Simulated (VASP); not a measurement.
# BaMgAsF (P4/nmm) in VASP: single point with r2SCAN

Aim: the single point of BaMgAsF with r2SCAN.

Program: VASP 6.6.1. These are calculated values, not measurements. Logs are shortened: lines on timing, memory, paths and dates and some standing lists are left out, and cuts for length are marked.

### Step 1. The cell of the first run

Symmetry: P4/nmm, No. 129, tetragonal system. Conventional cell: a = 4.397 Å, b = 4.397 Å, c = 9.610 Å, α = 90.00°, β = 90.00°, γ = 90.00°. Within 3.6 Å of Ba (site symmetry 4mm) lie 4 F at 2.65 Å and 4 As at 3.59 Å. Within 3.6 Å of As (site symmetry 4mm) lie 4 Mg at 2.68 Å and 4 Ba at 3.59 Å. Within 3.5 Å of Mg (site symmetry -4m2) lie 4 As at 2.68 Å and 4 Mg at 3.11 Å. F (site symmetry -4m2) has 4 Ba at 2.65 Å and 4 F at 3.11 Å within 3.5 Å.

### Step 2. Single point, r2SCAN

File POSCAR:

```
BaMgAsF
1.0
    4.3969847815      0.0000000000      0.0000000000
    0.0000000000      4.3969847815      0.0000000000
    0.0000000000      0.0000000000      9.6098734514
Ba As Mg F
2 2 2 2
Direct
    0.5000000000      0.0000000000      0.1540683807
    0.0000000000      0.5000000000      0.8459316193
    0.5000000000      0.0000000000      0.6598422217
    0.0000000000      0.5000000000      0.3401577783
    0.5000000000      0.5000000000      0.5000000000
    0.0000000000      0.0000000000      0.5000000000
    0.5000000000      0.5000000000      0.0000000000
    0.0000000000      0.0000000000      0.0000000000
```

File INCAR.step1:

```
SYSTEM = BaMgAsF
ALGO     = Normal         ! electronic algorithm
EDIFF    = 1E-4           ! SCF threshold, eV
ENCUT    = 520            ! plane-wave cutoff, eV
GGA      = PE             ! functional
ISMEAR   = 0              ! smearing method
LASPH    = .TRUE.         ! aspherical terms in the spheres
LCHARG   = .FALSE.        ! write CHGCAR
LREAL    = .FALSE.        ! projectors in reciprocal space
LWAVE    = .TRUE.         ! write WAVECAR
NBANDS   = 34             ! bands
NELM     = 60             ! most SCF steps
PREC     = Accurate       ! precision mode
SIGMA    = 0.02           ! smearing width, eV
```

File INCAR.step2:

```
SYSTEM = BaMgAsF
ALGO     = Normal         ! electronic algorithm
EDIFF    = 1E-7           ! SCF threshold, eV
ENCUT    = 520            ! plane-wave cutoff, eV
ISIF     = 2              ! what is computed and relaxed
ISMEAR   = 0              ! smearing method
ISTART   = 1            
LASPH    = .TRUE.         ! aspherical terms in the spheres
LCHARG   = .FALSE.        ! write CHGCAR
LMIXTAU  = .TRUE.       
LREAL    = .FALSE.        ! projectors in reciprocal space
LWAVE    = .FALSE.        ! write WAVECAR
METAGGA  = R2SCAN         ! meta-GGA
NBANDS   = 34             ! bands
NELM     = 60             ! most SCF steps
PREC     = Accurate       ! precision mode
SIGMA    = 0.02           ! smearing width, eV
```

File KPOINTS:

```
k-points
0
G
  6 6 4
  0 0 0
```

Potentials or basis: VASP PAW PBE potentials, release 64 (Ba_sv, As, Mg, F).

Run with:

```
$ cat potpaw_PBE.64/Ba_sv/POTCAR potpaw_PBE.64/As/POTCAR potpaw_PBE.64/Mg/POTCAR potpaw_PBE.64/F/POTCAR > POTCAR
$ cp INCAR.step1 INCAR
$ mpirun -np 1 vasp_std > vasp.out
$ cp INCAR.step2 INCAR
$ mpirun -np 1 vasp_std > vasp.out
```

OUTCAR:

```text
SYSTEM = BaMgAsF
   EDIFF = 1E-7
   ENCUT = 520
   ISIF = 2
   ISMEAR = 0
   ISTART = 1
   LASPH = .TRUE.
   LREAL = .FALSE.
   METAGGA = R2SCAN
   NELM = 60
   PREC = Accurate

 ion  position               nearest neighbor table
   1  0.500  0.000  0.154-   7 2.65   8 2.65   7 2.65   8 2.65   4 3.59   4 3.59   4 3.59   4 3.59
                             5 3.99   6 3.99   5 3.99   6 3.99   2 4.29   2 4.29   2 4.29   2 4.29
   2  0.000  0.500  0.846-   7 2.65   8 2.65   8 2.65   7 2.65   3 3.59   3 3.59   3 3.59   3 3.59
                             5 3.99   5 3.99   6 3.99   6 3.99   1 4.29   1 4.29   1 4.29   1 4.29
   3  0.500  0.000  0.660-   5 2.68   6 2.68   5 2.68   6 2.68   2 3.59   2 3.59   2 3.59   2 3.59

   4  0.000  0.500  0.340-   5 2.68   6 2.68   6 2.68   5 2.68   1 3.59   1 3.59   1 3.59   1 3.59

   5  0.500  0.500  0.500-   3 2.68   4 2.68   3 2.68   4 2.68   6 3.11   6 3.11   6 3.11   6 3.11
                             2 3.99   1 3.99   2 3.99   1 3.99
   6  0.000  0.000  0.500-   3 2.68   4 2.68   4 2.68   3 2.68   5 3.11   5 3.11   5 3.11   5 3.11
                             1 3.99   2 3.99   2 3.99   1 3.99
   7  0.500  0.500  0.000-   1 2.65   2 2.65   1 2.65   2 2.65
   8  0.000  0.000  0.000-   1 2.65   2 2.65   2 2.65   1 2.65

  LATTYP: Found a simple tetragonal cell.
 ALAT       =     4.3969847815
 C/A-ratio  =     2.1855598618

  Lattice vectors:

 A1 = (   4.3969847815,   0.0000000000,   0.0000000000)
 A2 = (   0.0000000000,   4.3969847815,   0.0000000000)
 A3 = (   0.0000000000,   0.0000000000,   9.6098734514)

Analysis of symmetry for initial positions (statically):
=====================================================================
 Subroutine PRICEL returns:
 Original cell was already a primitive cell.

 Routine SETGRP: Setting up the symmetry group for a
 simple tetragonal supercell.

 Subroutine GETGRP returns: Found 16 space group operations
 (whereof  8 operations were pure point group operations)
 out of a pool of 16 trial point group operations.

The static configuration has the point symmetry D_2d.
 The point group associated with its full space group is D_4h.

Analysis of symmetry for dynamics (positions and initial velocities):
=====================================================================
 Subroutine PRICEL returns:
 Original cell was already a primitive cell.

 Routine SETGRP: Setting up the symmetry group for a
 simple tetragonal supercell.

 Subroutine GETGRP returns: Found 16 space group operations
 (whereof  8 operations were pure point group operations)
 out of a pool of 16 trial point group operations.

The dynamic configuration has the point symmetry D_2d.
 The point group associated with its full space group is D_4h.

 Subroutine INISYM returns: Found 16 space group operations
 (whereof  8 operations are pure point group operations),
 and found     1 'primitive' translations

----------------------------------------------------------------------------------------

                                     Primitive cell

  volume of cell :     185.7922

  direct lattice vectors                    reciprocal lattice vectors
     4.396984781  0.000000000  0.000000000     0.227428579  0.000000000  0.000000000
     0.000000000  4.396984781  0.000000000     0.000000000  0.227428579  0.000000000
     0.000000000  0.000000000  9.609873451     0.000000000  0.000000000  0.104059643

  length of vectors
     4.396984781  4.396984781  9.609873451     0.227428579  0.227428579  0.104059643

  position of ions in fractional coordinates (direct lattice)
     0.500000000  0.000000000  0.154068381
     0.000000000  0.500000000  0.845931619
     0.500000000  0.000000000  0.659842222
     0.000000000  0.500000000  0.340157778
     0.500000000  0.500000000  0.500000000
     0.000000000  0.000000000  0.500000000
     0.500000000  0.500000000  0.000000000
     0.000000000  0.000000000  0.000000000

  ion indices of the primitive-cell ions
   primitive index   ion index
                 1           1
                 2           2
                 3           3
                 4           4
                 5           5
                 6           6
                 7           7
                 8           8

----------------------------------------------------------------------------------------

 KPOINTS: k-points

Automatic generation of k-mesh.
 Grid dimensions read from file:
 generate k-points for:    6    6    4

 Generating k-lattice:

  Cartesian coordinates                     Fractional coordinates (reciprocal lattice)
     0.037904763  0.000000000  0.000000000     0.166666667  0.000000000  0.000000000
     0.000000000  0.037904763  0.000000000     0.000000000  0.166666667  0.000000000
     0.000000000  0.000000000  0.026014911     0.000000000  0.000000000  0.250000000

  Length of vectors
     0.037904763  0.037904763  0.026014911

  Shift w.r.t. Gamma in fractional coordinates (k-lattice)
     0.000000000  0.000000000  0.000000000

 Subroutine IBZKPT returns following result:
 ===========================================

 Found     30 irreducible k-points:

 Following reciprocal coordinates:
            Coordinates               Weight
  0.000000  0.000000  0.000000      1.000000
  0.166667  0.000000  0.000000      4.000000
  0.333333  0.000000  0.000000      4.000000
  0.500000  0.000000  0.000000      2.000000
  0.166667  0.166667  0.000000      4.000000
  0.333333  0.166667  0.000000      8.000000
[... 16 lines left out ...]
  0.333333  0.000000  0.500000      4.000000
  0.500000  0.000000  0.500000      2.000000
 [... further k-points ...]
   k-points           NKPTS =     30   k-points in BZ     NKDIM =     30   number of bands    NBANDS=     34
   number of dos      NEDOS =    301   number of ions     NIONS =      8
   total plane-waves  NPLWV =  93312
   dimension x,y,z NGX =    36 NGY =   36 NGZ =   72
   dimension x,y,z NGXF=    72 NGYF=   72 NGZF=  144
   ions per type =               2   2   2   2
   NGX,Y,Z   is equivalent  to a cutoff of  13.61, 13.61, 12.46 a.u.
   NGXF,Y,Z  is equivalent  to a cutoff of  27.22, 27.22, 24.91 a.u.
 SYSTEM =  BaMgAsF
   PREC   = accura    normal or accurate (medium, high low for compatibility)
   ISTART =      1    job   : 0-new  1-cont  2-samecut
   ICHARG =      0    charge: 1-file 2-atom 10-const
   ISPIN  =      1    spin polarized calculation?
   LNONCOLLINEAR =      F non collinear calculations
   LSORBIT =      F    spin-orbit coupling
   LASPH  =      T    aspherical Exc in radial PAW
   ENCUT  =  520.0 eV  38.22 Ry    6.18 a.u.   8.18  8.18 17.87*2*pi/ulx,y,z
   NELM   =     60;   NELMIN=  2; NELMDL=  0     # of ELM steps
   EDIFF  = 0.1E-06   stopping-criterion for ELM
   LREAL  =      F    real-space projection
   EDIFFG = 0.1E-05   stopping-criterion for IOM
   NSW    =      0    number of steps for IOM
   IBRION =     -1    ionic relax: 0-MD 1-quasi-New 2-CG
   NFREE  =      0    steps in history (QN), initial steepest desc. (CG)
   ISIF   =      2    stress and relaxation
   ISYM   =      2    0-nonsym 1-usesym 2-fastsym
   POTIM  = 0.5000    time-step for ionic-motion
   TEBEG  =    0.0;   TEEND  =   0.0 temperature during run
   PSTRESS=    0.0 pullay stress
   NELECT =      48.0000    total number of electrons
   NUPDOWN=      -1.0000    fix difference up-down
   EMIN   =  10.00;   EMAX   =-10.00  energy-range for DOS
   EFERMI =   0.00;   METHOD = LEGACY
   ISMEAR =     0;   SIGMA  =   0.02  broadening in eV -4-tet -1-fermi 0-gaus
   EFERMI_NEDOS =   21; number of points for ismear=-14 and -15
   IALGO  =     38    algorithm
   IMIX   =      4    mixing-type and parameters
     AMIX     =   0.40;   BMIX     =  1.00
     AMIX_MAG =   1.60;   BMIX_MAG =  1.00
  volume/ion in A,a.u.               =      23.22       156.72
  Fermi-wavevector in a.u.,A,eV,Ry     =   1.042668  1.970357 14.791663  1.087157
  Thomas-Fermi vector in A             =   2.177343
   LORBIT       =      0    0 simple, 1 ext, 2 COOP (PROOUT), +10 PAW based schemes
   METAGGA = R2SCAN    functional components
   LHFCALC =     F    Hartree Fock is set to
   AEXX    =    0.0000 exact exchange contribution
   IVDW    =     0    specifies the selected vdW correction
   LEPSILON=     F    determine dielectric tensor
   LRPA    =     F    only Hartree local field effects (RPA)
 non-spin polarized calculation
 Gauss-broadening in eV      SIGMA  =   0.02
  energy-cutoff  :      520.00
  volume of cell :      185.79
 maximum number of plane-waves:      5056
 NGX is ok and might be reduce to    36
   NGX = 17   NGY = 17   NGZ = 35

 number of electron      47.9999958 magnetization

 Free energy of the ion-electron system (eV)
  ---------------------------------------------------
  ext. energy  EPLUGINS =         0.00000000
  ---------------------------------------------------
  free energy    TOTEN  =      -115.16160429 eV

  energy without entropy =     -115.16160429  energy(sigma->0) =     -115.16160429

 E-fermi :   2.4081     XC(G=0):  -9.4450

 val. band max:        2.2829267788   @ k =   0.0000   0.0000   0.0000
 cond. band min:       4.2166833219   @ k =   0.0000   0.0000   0.0000
 fundamental gap:      1.9337565431
 Fermi energy:         2.4080535466

 k-point     1 :       0.0000    0.0000    0.0000
  band No.  band energies     occupation
      1     -25.8751      2.00000
      2     -25.6559      2.00000
      3     -22.4313      2.00000
      4     -22.4064      2.00000
      5     -10.5738      2.00000
      6     -10.5738      2.00000
[... 26 lines left out ...]
     33       8.5376      0.00000
     34       8.5859      0.00000

 k-point     2 :       0.1667    0.0000    0.0000
  band No.  band energies     occupation
      1     -25.8469      2.00000
      2     -25.6554      2.00000
      3     -22.4509      2.00000
      4     -22.4276      2.00000
      5     -10.6729      2.00000
      6     -10.5476      2.00000
[... 26 lines left out ...]
     33       7.8798      0.00000
     34       8.3517      0.00000
[... 775 lines left out ...]
     33       7.9269      0.00000
     34       8.2253      0.00000

 k-point    24 :       0.5000    0.0000    0.5000
  band No.  band energies     occupation
      1     -25.7069      2.00000
      2     -25.7069      2.00000
      3     -22.5016      2.00000
      4     -22.5016      2.00000
      5     -10.6158      2.00000
      6     -10.6158      2.00000
[... 26 lines left out ...]
     33       7.8637      0.00000
     34       7.8637      0.00000

 [... further k-points ...]

------------------------ aborting loop because EDIFF is reached ----------------------------------------

  FORCE on cell =-STRESS in cart. coord.  units (eV):
  Direction    XX          YY          ZZ          XY          YZ          ZX
  --------------------------------------------------------------------------------------
  -------------------------------------------------------------------------------------
  Total        0.5076340      0.5076340      0.4680347      0.0000000      0.0000000      0.0000000
  in kB        4.3775756      4.3775756      4.0360922      0.0000000      0.0000000      0.0000000
  external PRESSURE =       4.2637478 kB  Pullay stress =       0.0000000 kB

 VOLUME and BASIS-vectors are now :
 -----------------------------------------------------------------------------
  energy-cutoff  :      520.00
  volume of cell :      185.79
      direct lattice vectors                 reciprocal lattice vectors
     4.396984781  0.000000000  0.000000000     0.227428579  0.000000000  0.000000000
     0.000000000  4.396984781  0.000000000     0.000000000  0.227428579  0.000000000
     0.000000000  0.000000000  9.609873451     0.000000000  0.000000000  0.104059643

 POSITION                                       TOTAL-FORCE (eV/Angst)
 -----------------------------------------------------------------------------------
      2.19849      0.00000      1.48058        -0.000000      0.000000      0.122556
      0.00000      2.19849      8.12930        -0.000000     -0.000000     -0.122556
      2.19849      0.00000      6.34100         0.000000     -0.000000     -0.045980
      0.00000      2.19849      3.26887         0.000000     -0.000000      0.045980
      2.19849      2.19849      4.80494        -0.000000      0.000000      0.000000
      0.00000      0.00000      4.80494        -0.000000     -0.000000      0.000000
      2.19849      2.19849      0.00000         0.000000     -0.000000      0.000000
      0.00000      0.00000      0.00000        -0.000000      0.000000      0.000000
 -----------------------------------------------------------------------------------
    total drift:                                0.000000      0.000000      0.000000

  FREE ENERGIE OF THE ION-ELECTRON SYSTEM (eV)
  ---------------------------------------------------
  free  energy   TOTEN  =      -115.1616042895 eV

  energy  without entropy=     -115.1616042895  energy(sigma->0) =     -115.16160429
```

Run time: 9.6 min. Hardware: 1 thread of Intel Xeon Platinum 8488C (Sapphire Rapids), shared host; peak memory 0.46 GiB.

What came out:

```
Free energy            : -115.1616 eV
Pressure               : 0.4 GPa
Largest force          : 0.123 eV/Å
Band gap on the k mesh : 1.93 eV
```

Forces in eV/Å, atoms in the order of the input:
```
Ba   0.000  0.000  0.123
Ba   0.000  0.000 -0.123
As   0.000  0.000 -0.046
As   0.000  0.000  0.046
Mg   0.000  0.000  0.000
Mg   0.000  0.000  0.000
F    0.000  0.000  0.000
F    0.000  0.000  0.000
```

Levels at points of the mesh, in eV from the valence-band top:
```csv
k point,band 20,band 21,band 22,band 23,band 24,band 25,band 26,band 27,band 28,band 29
"(0.00, 0.00, 0.00)",-1.22,-1.22,-0.45,0.00,0.00,1.93,2.58,2.88,3.72,5.09
"(0.50, 0.00, 0.00)",-3.17,-0.67,-0.67,-0.49,-0.49,3.32,3.32,3.62,3.62,4.50
"(0.50, 0.50, 0.00)",-3.23,-1.61,-1.61,-1.52,-1.52,2.51,2.51,4.26,4.26,5.87
"(0.00, 0.00, 0.50)",-1.21,-1.21,-0.75,-0.01,-0.01,2.22,2.94,3.10,3.58,4.16
"(0.50, 0.00, 0.50)",-3.19,-0.63,-0.63,-0.49,-0.49,3.48,3.48,3.78,3.78,4.53
"(0.50, 0.50, 0.50)",-3.22,-1.62,-1.62,-1.51,-1.51,2.82,2.82,4.36,4.36,4.95
```

Caveat: the PAW data sets were made with another functional, which shifts forces and pressure a little; spin-orbit coupling is left out, which moves the levels of the heavy elements.
